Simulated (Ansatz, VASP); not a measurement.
# Two plane-wave programs on BP

Contents of INCAR:

```
ALGO = Normal
EDIFF = 1E-6
ENCUT = 520
GGA = PE
ISIF = 2
ISMEAR = 0
LASPH = T
LCHARG = T
LELF = T
LREAL = F
LVHAR = T
LWAVE = F
NBANDS = 11
NELM = 100
PREC = Accurate
SIGMA = 0.05
```

File KPOINTS:

```
k-points
0
Gamma
  12 12 12
```

POSCAR

```
BP
1.0
    0.0000000000      2.3358775219      2.2438785033
    2.2438785033      0.0000000000      2.2438785033
    2.2438785033      2.3358775219      0.0000000000
B P
1 1
Direct
    0.0000000000      0.0000000000      0.0000000000
    0.7500000000      0.7500000000      0.7500000000
```

Input for Ansatz:

```yaml
crystal:
  lattice:
    - [0.0, 2.3358775219, 2.2438785033]
    - [2.2438785033, 0.0, 2.2438785033]
    - [2.2438785033, 2.3358775219, 0.0]
  atoms:
    - { symbol: B, position: [0.0, 0.0, 0.0] }
    - { symbol: P, position: [0.75, 0.75, 0.75] }
basis:
  ecutwfc: 520.0
kpoints:
  mp_grid: { grid: [12, 12, 12] }
hamiltonian:
  xc: pbe
scf:
  occupations: { method: gaussian, width: 0.05 }
output:
  forces: true
  stress: true
  eigenvalues: true
```

Alike in both runs: task single point; functional PBE; k mesh 12 × 12 × 12; occupations gaussian, width 0.05 eV; no spin polarisation.

|  | VASP | Ansatz |
| --- | --- | --- |
| version | VASP 6.6.1 | Ansatz 0.2.0 |
| potentials or method | VASP PAW PBE potentials, release 64 (B, P), cutoff 520 eV | scalar-relativistic, plane waves, PAW |
| valence electrons in the cell | 8 | 8 |

Ansatz gave:

```
gap on the k mesh at the Fermi level (eV)                     : 0.95
least direct gap on the mesh (eV)                             : 3.19
pressure (GPa)                                                : 0.0
traceless stress, the component that is largest in VASP (GPa) : -7.52
```

**Question.** Which values does VASP return?

**Answer.** gap on the k mesh at the Fermi level (eV): 0.94; least direct gap on the mesh (eV): 3.19; pressure (GPa): -0.2; traceless stress, the component that is largest in VASP (GPa): -7.53.
